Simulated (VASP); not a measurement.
# AsO (P4/mmm) in VASP: notebook

Runs on AsO. Level: PBE. Tasks: single point, relaxation of cell and atoms.

All numbers are computed with VASP 6.6.1; they aren't measurements. Logs are shortened: lines on timing, memory, paths and dates and some standing lists are left out, and cuts for length are marked.

## Step 1: The cell of the first run

It takes space group P4/mmm (No. 123, tetragonal). The conventional cell has a = 2.873 Å, b = 2.873 Å, c = 3.695 Å, α = 90.00°, β = 90.00°, γ = 90.00°. As (site symmetry 4/mmm) has 2 O at 1.85 Å within 2.5 Å. O (site symmetry 4/mmm) has 2 As at 1.85 Å within 2.5 Å.

The cell was generated, and may not be a known phase.

## Step 2: Single point, PBE

File INCAR:

```
SYSTEM = AsO
PREC = Accurate
ENCUT = 520
EDIFF = 1E-6
ISMEAR = 0
SIGMA = 0.1
LREAL = .FALSE.
LASPH = .TRUE.
NELM = 80
ALGO = Normal
ISIF = 2
LWAVE = .FALSE.
LCHARG = .TRUE.
GGA = PE
LELF = .TRUE.
LVHAR = .TRUE.
NBANDS = 12
```

File KPOINTS:

```
Automatic mesh
0
G
  6 6 6
  0 0 0
```

File POSCAR:

```
AsO
1.0
    2.8732308990      0.0000000000      0.0000000000
    0.0000000000      2.8732308990      0.0000000000
    0.0000000000      0.0000000000      3.6948271243
As O
1 1
Direct
    0.0000000000      0.0000000000      0.5000000000
    0.0000000000      0.0000000000      0.0000000000
```

Potentials or basis: VASP PAW PBE potentials, release 64 (As, O).

Started as:

```console
> cat potpaw_PBE.64/As/POTCAR potpaw_PBE.64/O/POTCAR > POTCAR
> mpirun -np 1 vasp_std > vasp.out
```

OUTCAR:

```text
SYSTEM = AsO
   PREC = Accurate
   ENCUT = 520
   EDIFF = 1E-6
   ISMEAR = 0
   LREAL = .FALSE.
   LASPH = .TRUE.
   NELM = 80
   ISIF = 2
   GGA = PE

 ion  position               nearest neighbor table
   1  0.000  0.000  0.500-   2 1.85   2 1.85
   2  0.000  0.000  0.000-   1 1.85   1 1.85

  LATTYP: Found a simple tetragonal cell.
 ALAT       =     2.8732308990
 C/A-ratio  =     1.2859485555

  Lattice vectors:

 A1 = (   2.8732308990,   0.0000000000,   0.0000000000)
 A2 = (   0.0000000000,   2.8732308990,   0.0000000000)
 A3 = (   0.0000000000,   0.0000000000,   3.6948271243)

Analysis of symmetry for initial positions (statically):
=====================================================================
 Subroutine PRICEL returns:
 Original cell was already a primitive cell.

 Routine SETGRP: Setting up the symmetry group for a
 simple tetragonal supercell.

 Subroutine GETGRP returns: Found 16 space group operations
 (whereof 16 operations were pure point group operations)
 out of a pool of 16 trial point group operations.

The static configuration has the point symmetry D_4h.

Analysis of symmetry for dynamics (positions and initial velocities):
=====================================================================
 Subroutine PRICEL returns:
 Original cell was already a primitive cell.

 Routine SETGRP: Setting up the symmetry group for a
 simple tetragonal supercell.

 Subroutine GETGRP returns: Found 16 space group operations
 (whereof 16 operations were pure point group operations)
 out of a pool of 16 trial point group operations.

The dynamic configuration has the point symmetry D_4h.

 Subroutine INISYM returns: Found 16 space group operations
 (whereof 16 operations are pure point group operations),
 and found     1 'primitive' translations

----------------------------------------------------------------------------------------

                                     Primitive cell

  volume of cell :      30.5025

  direct lattice vectors                    reciprocal lattice vectors
     2.873230899  0.000000000  0.000000000     0.348040250  0.000000000  0.000000000
     0.000000000  2.873230899  0.000000000     0.000000000  0.348040250  0.000000000
     0.000000000  0.000000000  3.694827124     0.000000000  0.000000000  0.270648657

  length of vectors
     2.873230899  2.873230899  3.694827124     0.348040250  0.348040250  0.270648657

  position of ions in fractional coordinates (direct lattice)
     0.000000000  0.000000000  0.500000000
     0.000000000  0.000000000  0.000000000

  ion indices of the primitive-cell ions
   primitive index   ion index
                 1           1
                 2           2

----------------------------------------------------------------------------------------

 KPOINTS: Automatic mesh

Automatic generation of k-mesh.
 Grid dimensions read from file:
 generate k-points for:    6    6    6

 Generating k-lattice:

  Cartesian coordinates                     Fractional coordinates (reciprocal lattice)
     0.058006708  0.000000000  0.000000000     0.166666667  0.000000000  0.000000000
     0.000000000  0.058006708  0.000000000     0.000000000  0.166666667  0.000000000
     0.000000000  0.000000000  0.045108110     0.000000000  0.000000000  0.166666667

  Length of vectors
     0.058006708  0.058006708  0.045108110

  Shift w.r.t. Gamma in fractional coordinates (k-lattice)
     0.000000000  0.000000000  0.000000000

 Subroutine IBZKPT returns following result:
 ===========================================

 Found     40 irreducible k-points:

 Following reciprocal coordinates:
            Coordinates               Weight
  0.000000  0.000000  0.000000      1.000000
  0.166667  0.000000  0.000000      4.000000
  0.333333  0.000000  0.000000      4.000000
  0.500000  0.000000  0.000000      2.000000
  0.166667  0.166667  0.000000      4.000000
  0.333333  0.166667  0.000000      8.000000
[... 16 lines left out ...]
  0.333333  0.000000  0.333333      8.000000
  0.500000  0.000000  0.333333      4.000000
 [... further k-points ...]
   k-points           NKPTS =     40   k-points in BZ     NKDIM =     40   number of bands    NBANDS=     12
   number of dos      NEDOS =    301   number of ions     NIONS =      2
   total plane-waves  NPLWV =  16128
   dimension x,y,z NGX =    24 NGY =   24 NGZ =   28
   dimension x,y,z NGXF=    48 NGYF=   48 NGZF=   56
   ions per type =               1   1
   NGX,Y,Z   is equivalent  to a cutoff of  13.89, 13.89, 12.60 a.u.
   NGXF,Y,Z  is equivalent  to a cutoff of  27.77, 27.77, 25.20 a.u.
 SYSTEM =  AsO
   PREC   = accura    normal or accurate (medium, high low for compatibility)
   ISTART =      0    job   : 0-new  1-cont  2-samecut
   ICHARG =      2    charge: 1-file 2-atom 10-const
   ISPIN  =      1    spin polarized calculation?
   LNONCOLLINEAR =      F non collinear calculations
   LSORBIT =      F    spin-orbit coupling
   LASPH  =      T    aspherical Exc in radial PAW
   ENCUT  =  520.0 eV  38.22 Ry    6.18 a.u.   5.34  5.34  6.87*2*pi/ulx,y,z
   NELM   =     80;   NELMIN=  2; NELMDL= -5     # of ELM steps
   EDIFF  = 0.1E-05   stopping-criterion for ELM
   LREAL  =      F    real-space projection
   EDIFFG = 0.1E-04   stopping-criterion for IOM
   NSW    =      0    number of steps for IOM
   IBRION =     -1    ionic relax: 0-MD 1-quasi-New 2-CG
   NFREE  =      0    steps in history (QN), initial steepest desc. (CG)
   ISIF   =      2    stress and relaxation
   ISYM   =      2    0-nonsym 1-usesym 2-fastsym
   POTIM  = 0.5000    time-step for ionic-motion
   TEBEG  =    0.0;   TEEND  =   0.0 temperature during run
   PSTRESS=    0.0 pullay stress
   NELECT =      11.0000    total number of electrons
   NUPDOWN=      -1.0000    fix difference up-down
   EMIN   =  10.00;   EMAX   =-10.00  energy-range for DOS
   EFERMI =   0.00;   METHOD = LEGACY
   ISMEAR =     0;   SIGMA  =   0.10  broadening in eV -4-tet -1-fermi 0-gaus
   EFERMI_NEDOS =   21; number of points for ismear=-14 and -15
   IALGO  =     38    algorithm
   IMIX   =      4    mixing-type and parameters
     AMIX     =   0.40;   BMIX     =  1.00
     AMIX_MAG =   1.60;   BMIX_MAG =  1.00
  volume/ion in A,a.u.               =      15.25       102.92
  Fermi-wavevector in a.u.,A,eV,Ry     =   1.165272  2.202045 18.474793  1.357859
  Thomas-Fermi vector in A             =   2.301800
   LORBIT       =      0    0 simple, 1 ext, 2 COOP (PROOUT), +10 PAW based schemes
   GGA     = PE    functional components
   LHFCALC =     F    Hartree Fock is set to
   AEXX    =    0.0000 exact exchange contribution
   IVDW    =     0    specifies the selected vdW correction
   LEPSILON=     F    determine dielectric tensor
   LRPA    =     F    only Hartree local field effects (RPA)
 non-spin polarized calculation
 Gauss-broadening in eV      SIGMA  =   0.10
  energy-cutoff  :      520.00
  volume of cell :       30.50
 maximum number of plane-waves:       840
 NGX is ok and might be reduce to    24
   NGX = 11   NGY = 11   NGZ = 13

 number of electron      11.0000003 magnetization

 Free energy of the ion-electron system (eV)
  ---------------------------------------------------
  ext. energy  EPLUGINS =         0.00000000
  ---------------------------------------------------
  free energy    TOTEN  =       -10.34145141 eV

  energy without entropy =      -10.33707727  energy(sigma->0) =      -10.33926434

 E-fermi :   3.6308     XC(G=0):  -9.9963

 val. band max:        3.5971815740   @ k =   0.3333   0.1667   0.5000
 cond. band min:       3.6453246667   @ k =   0.5000   0.5000   0.1667
 fundamental gap:      0.0481430927
 Fermi energy:         3.6307720011

 k-point     1 :       0.0000    0.0000    0.0000
  band No.  band energies     occupation
      1     -15.9671      2.00000
      2      -5.9134      2.00000
      3      -4.3591      2.00000
      4       1.3917      2.00000
      5       1.3917      2.00000
      6       9.3200      0.00000
      7       9.3200      0.00000
      8      11.4913      0.00000
      9      12.1779      0.00000
     10      12.4560      0.00000
     11      19.1939      0.00000
     12      21.1878      0.00000

 k-point     2 :       0.1667    0.0000    0.0000
  band No.  band energies     occupation
      1     -15.8260      2.00000
      2      -5.6128      2.00000
      3      -4.2295      2.00000
      4       0.4649      2.00000
      5       1.4768      2.00000
      6       6.6787      0.00000
      7       9.6006      0.00000
      8      12.2058      0.00000
      9      12.2812      0.00000
     10      15.2689      0.00000
     11      18.3561      0.00000
     12      20.5144      0.00000

 k-point     3 :       0.3333    0.0000    0.0000
  band No.  band energies     occupation
      1     -15.5246      2.00000
      2      -4.7499      2.00000
      3      -3.9565      2.00000
      4      -1.4522      2.00000
      5       1.6503      2.00000
      6       4.1712      0.00000
      7      10.2988      0.00000
      8      12.2381      0.00000
      9      13.7220      0.00000
     10      15.6911      0.00000
     11      17.8081      0.00000
     12      19.3788      0.00000

 k-point     4 :       0.5000    0.0000    0.0000
  band No.  band energies     occupation
      1     -15.3626      2.00000
      2      -3.8122      2.00000
      3      -3.6811      2.00000
      4      -2.9661      2.00000
      5       1.7388      2.00000
      6       3.2287      2.00000
      7      10.7645      0.00000
      8      12.2277      0.00000
      9      14.7569      0.00000
     10      15.2909      0.00000
     11      16.7991      0.00000
     12      18.0056      0.00000

 k-point     5 :       0.1667    0.1667    0.0000
  band No.  band energies     occupation
      1     -15.6903      2.00000
      2      -5.3095      2.00000
      3      -4.1047      2.00000
      4       0.5411      2.00000
      5       0.6771      2.00000
      6       6.7900      0.00000
      7       7.1398      0.00000
      8      12.2944      0.00000
      9      14.2233      0.00000
     10      16.9279      0.00000
     11      18.1521      0.00000
     12      19.1065      0.00000
[... 228 lines left out ...]
      1     -15.5091      2.00000
      2      -9.4144      2.00000
      3       0.7462      2.00000
      4       1.8027      2.00000
      5       1.8027      2.00000
      6       8.1260      0.00000
      7       8.1260      0.00000
      8       8.4778      0.00000
      9      13.0323      0.00000
     10      13.2276      0.00000
     11      18.2400      0.00000
     12      19.7981      0.00000

 k-point    22 :       0.1667    0.0000    0.3333
  band No.  band energies     occupation
      1     -15.3973      2.00000
      2      -9.0969      2.00000
      3       0.3620      2.00000
      4       1.4739      2.00000
      5       1.8679      2.00000
      6       5.4168      0.00000
      7       8.4344      0.00000
      8       9.0924      0.00000
      9      13.5869      0.00000
     10      15.4594      0.00000
     11      18.8544      0.00000
     12      19.4418      0.00000

 k-point    23 :       0.3333    0.0000    0.3333
  band No.  band energies     occupation
      1     -15.1625      2.00000
      2      -8.3003      2.00000
      3      -1.0236      2.00000
      4       1.3029      2.00000
      5       2.0004      2.00000
      6       2.7016      2.00000
      7       9.1723      0.00000
      8      10.2021      0.00000
      9      14.1734      0.00000
     10      15.7969      0.00000
     11      19.2507      0.00000
     12      19.9479      0.00000

 k-point    24 :       0.5000    0.0000    0.3333
  band No.  band energies     occupation
      1     -15.0389      2.00000
      2      -7.7569      2.00000
      3      -1.9079      2.00000
      4       0.9536      2.00000
      5       2.0677      2.00000
      6       2.0795      2.00000
      7       9.6356      0.00000
      8      11.0718      0.00000
      9      13.4031      0.00000
     10      16.6031      0.00000
     11      18.6153      0.00000
     12      19.1638      0.00000

 [... further k-points ...]
[... 5 lines left out ...]
  --------------------------------------------------------------------------------------
  -------------------------------------------------------------------------------------
  Total       -0.0049071     -0.0049071      0.3025162      0.0000000     -0.0000000      0.0000000
  in kB       -0.2577501     -0.2577501     15.8900065      0.0000000     -0.0000000      0.0000000
  external PRESSURE =       5.1248355 kB  Pullay stress =       0.0000000 kB

 VOLUME and BASIS-vectors are now :
 -----------------------------------------------------------------------------
  energy-cutoff  :      520.00
  volume of cell :       30.50
      direct lattice vectors                 reciprocal lattice vectors
     2.873230899  0.000000000  0.000000000     0.348040250  0.000000000  0.000000000
     0.000000000  2.873230899  0.000000000     0.000000000  0.348040250  0.000000000
     0.000000000  0.000000000  3.694827124     0.000000000  0.000000000  0.270648657

 POSITION                                       TOTAL-FORCE (eV/Angst)
 -----------------------------------------------------------------------------------
      0.00000      0.00000      1.84741         0.000000      0.000000      0.000000
      0.00000      0.00000      0.00000         0.000000      0.000000      0.000000
 -----------------------------------------------------------------------------------
    total drift:                                0.000000     -0.000000     -0.000000

  FREE ENERGIE OF THE ION-ELECTRON SYSTEM (eV)
  ---------------------------------------------------
  free  energy   TOTEN  =       -10.3414514111 eV

  energy  without entropy=      -10.3370772707  energy(sigma->0) =      -10.33926434
```

Run time: 19 s. Hardware: 1 thread of Intel Xeon 8259CL, shared host; peak memory 0.15 GiB.

What came out:

```
Free energy            : -10.3415 eV
Pressure               : 0.5 GPa
Band gap on the k mesh : zero (an odd number of electrons rules out a gap without spin polarisation)
```

Stress tensor (GPa, compression positive):
```
-0.03  0.00  0.00
 0.00 -0.03  0.00
 0.00  0.00  1.59
```

Caveat: the k points lie up to 0.36 Å⁻¹ apart, too coarse for converged energies and pressures of a metal; an odd number of electrons without spin polarisation forces a metal; a magnetic or distorted state may lie lower.

## Step 3: Single point, PBE

This run uses another cell than the first one, of 16.73 Å³/atom.

File INCAR:

```
PREC = Accurate ; ENCUT = 520
EDIFF = 1E-6 ; ISMEAR = 0
SIGMA = 0.1 ; LREAL = False
LASPH = True ; NELM = 60
ALGO = Normal ; ISIF = 2
LWAVE = False ; LCHARG = False
GGA = PE ; NBANDS = 12
```

File KPOINTS:

```
regular mesh
0
Gamma
  6 6 6
```

File POSCAR:

```
AsO
1.0
    3.1902220800      0.0000000000      0.0000000000
    0.0000000000      3.1902220800      0.0000000000
    0.0000000000      0.0000000000      3.2873740000
As O
1 1
Direct
    0.0000000000      0.0000000000      0.5000000000
    0.0000000000      0.0000000000      0.0000000000
```

Potentials or basis: VASP PAW PBE potentials, release 64 (As, O).

Started as:

```console
> cat potpaw_PBE.64/As/POTCAR potpaw_PBE.64/O/POTCAR > POTCAR
> mpirun -np 1 vasp_std > vasp.out
```

Wall time 16 s (1 thread of Intel Xeon 8259CL, shared host); peak memory 0.14 GiB.

Results (log left out):

* Free energy: -8.6813 eV
* Pressure: 35.0 GPa
* Band gap on the k mesh: zero (an odd number of electrons rules out a gap without spin polarisation)

Stress tensor (GPa, compression positive):
```
 -9.86   0.00   0.00
  0.00  -9.86   0.00
  0.00   0.00 124.72
```

Levels at points of the mesh, in eV from the Fermi level:
```csv
k point,band 2,band 3,band 4,band 5,band 6,band 7,band 8,band 9
"(0.00, 0.00, 0.00)",-10.97,-7.81,-5.96,-5.96,4.50,4.50,5.07,6.58
"(0.50, 0.00, 0.00)",-10.82,-8.28,-6.25,-5.75,-0.10,5.38,7.97,9.90
"(0.50, 0.50, 0.00)",-10.69,-7.69,-7.69,-4.68,0.93,0.93,2.98,11.37
"(0.00, 0.00, 0.50)",-15.16,-4.90,-4.90,-1.41,1.66,1.66,3.95,8.43
"(0.50, 0.00, 0.50)",-14.50,-6.19,-4.79,-3.91,0.20,2.50,7.46,8.38
"(0.50, 0.50, 0.50)",-13.93,-5.90,-5.90,-2.69,-2.69,2.06,5.17,8.10
```

Caveat: the stress differs along the axes, from -10 to 125 GPa; this functional lacks dispersion, which binds layers or chains, so the pressure and a relaxed spacing across them are unreliable; an odd number of electrons without spin polarisation forces a metal; a magnetic or distorted state may lie lower.

[end of part 1 of 2]

The gap in the log of VASP goes by the Fermi energy; the results here count the filled bands.